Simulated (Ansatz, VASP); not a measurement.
# Two plane-wave programs on NaCl

File INCAR:

```
PREC     = Accurate       # precision mode
ENCUT    = 520            # plane-wave cutoff, eV
EDIFF    = 1E-6           # SCF threshold, eV
ISMEAR   = 0              # smearing method
SIGMA    = 0.02           # smearing width, eV
LREAL    = False          # projectors in reciprocal space
LASPH    = True           # aspherical terms in the spheres
NELM     = 60             # most SCF steps
ALGO     = Normal         # electronic algorithm
ISIF     = 2              # what is computed and relaxed
LWAVE    = False          # write WAVECAR
LCHARG   = False          # write CHGCAR
GGA      = PS             # functional
NBANDS   = 14             # bands
```

Contents of KPOINTS:

```
Automatic mesh
0
Gamma
  8 8 8
```

File POSCAR:

```
NaCl
1.0
    0.0000000000      2.6841078182      2.6841078182
    2.6841078182      0.0000000000      2.6841078182
    2.6841078182      2.6841078182      0.0000000000
Na Cl
1 1
Direct
    0.0000000000      0.0000000000      0.0000000000
    0.5000000000      0.5000000000      0.5000000000
```

Input for Ansatz:

```yaml
crystal:
  lattice:
    - [0.0, 2.6841078182, 2.6841078182]
    - [2.6841078182, 0.0, 2.6841078182]
    - [2.6841078182, 2.6841078182, 0.0]
  atoms:
    - { symbol: Na, position: [0.0, 0.0, 0.0] }
    - { symbol: Cl, position: [0.5, 0.5, 0.5] }
basis:
  ecutwfc: 420
kpoints:
  mp_grid: { grid: [8, 8, 8] }
hamiltonian:
  xc: pbesol
scf:
  occupations: { method: gaussian, width: 0.02 }
output:
  forces: true
  stress: true
  eigenvalues: true
```

Alike in both runs: task single point; functional PBEsol; k mesh 8 × 8 × 8; occupations gaussian, width 0.02 eV; no spin polarisation.

```csv
,VASP,Ansatz
version,VASP 6.6.1,Ansatz 0.2.0
potentials or method,"VASP PAW PBE potentials, release 64 (Na_pv, Cl), cutoff 520 eV","scalar-relativistic, plane waves, PAW"
valence electrons in the cell,14,16
```

```csv
,VASP,Ansatz,Ansatz less VASP
gap on the k mesh at the Fermi level (eV),5.54,5.54,+0.005
least direct gap on the mesh (eV),5.54,5.54,+0.005
pressure (GPa),4.5,4.5,-0.07
```

VASP's potentials were made for PBE, not for PBEsol. With one functional, cell and mesh, what is left measures potentials, basis and numerics. VASP's potentials hold 14 valence electrons a cell and Ansatz's 16, so a difference there can come from the potentials and not from the codes.
